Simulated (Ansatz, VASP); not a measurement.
# MoH2 in VASP and in Ansatz

```xyz
3
Lattice="2.8303 0.0000 0.0000 -1.4152 2.4511 0.0000 0.0000 0.0000 2.9840" Properties=species:S:1:pos:R:3 pbc="T T T"
H     0.0000    1.6341    1.4920
H     1.4152    0.8170    1.4920
Mo    0.0000    0.0000    0.0000
```

Change from the starting cell: species swapped into the ScB2 type (P6/mmm, No. 191).

Alike in both runs: functional PBE; k mesh 6 × 6 × 6; occupations gaussian, width 0.1 eV; no spin polarisation.

Ansatz relaxed the structure, and its values are those at the end. VASP's run is a single point on that final structure, the one shown.

|  | VASP | Ansatz |
| --- | --- | --- |
| version | VASP 6.6.1 | Ansatz 0.2.0 |
| potentials or method | VASP PAW PBE potentials, release 64 (H, Mo_sv), cutoff 520 eV | scalar-relativistic, plane waves, PAW |
| valence electrons in the cell | 16 | 16 |

Ansatz gave:

* gap on the k mesh at the Fermi level (eV): none
* pressure (GPa): -0.2

Question: What did VASP give for the same quantities?

Answer: gap on the k mesh at the Fermi level (eV): none; pressure (GPa): -0.1.

A gap of «none» marks a metal or a gap that the smearing closes.

The k mesh is coarse, so the values compare programs but aren't converged.
